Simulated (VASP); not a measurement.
**SiC: single point with PBE**

The system is SiC.

```
Si C
1.0
     3.17913    0.00000    0.00000
    -1.58957    2.75321    0.00000
     0.00000    0.00000    4.79942
Si C
2 2
Direct
  0.33333 0.66667 0.00456
  0.66667 0.33333 0.50456
  0.33333 0.66667 0.38044
  0.66667 0.33333 0.88044
```

This cell differs from its parent crystal: ratio of the length along z to the lengths across it x 0.92, volume and fractional coordinates fixed.

```yaml
Program: VASP 6.6.1
Task: single point
Functional: PBE
Potentials_or_basis: VASP PAW PBE potentials, release 64 (Si, C)
Cutoff: 520 eV
k_mesh: 12 × 12 × 6
Occupations: gaussian, width 0.05 eV
Spin: no spin polarisation
```

```json
{"Pressure": "1.8 GPa", "Largest force": "1.125 eV/Å", "Band gap on the k mesh": "2.03 eV, indirect (least direct gap 3.14 eV)"}
```

Forces on the atoms (eV/Å):
```
Si   0.000  0.000 -1.125
Si   0.000  0.000 -1.125
C    0.000  0.000  1.125
C    0.000  0.000  1.125
```

Stress tensor (GPa, compression positive):
```
-14.18   0.00   0.00
  0.00 -14.18   0.00
  0.00   0.00  33.66
```

Levels at points of the mesh, in eV from the valence-band top:
| k point | band 6 | band 7 | band 8 | band 9 | band 10 | band 11 |
| --- | --- | --- | --- | --- | --- | --- |
| (0.00, 0.00, 0.00) | -0.16 | -0.16 | 0.00 | 3.29 | 5.84 | 5.84 |
| (0.50, 0.00, 0.00) | -3.81 | -3.42 | -1.11 | 2.03 | 4.61 | 6.54 |
| (0.00, 0.00, 0.50) | -1.13 | -1.13 | -1.13 | 4.76 | 4.76 | 6.59 |
| (0.50, 0.00, 0.50) | -2.74 | -2.05 | -2.05 | 3.23 | 3.23 | 5.65 |

Run time: 15 s on 1 thread of Intel(R) Xeon(R) Platinum 8559C (Emerald Rapids), with other jobs on the host, peak memory 0.17 GiB.

Caveat: forces of over 1 eV/Å act on the atoms, so gaps and moduli don't describe the material at rest. A k mesh can miss the band edges.
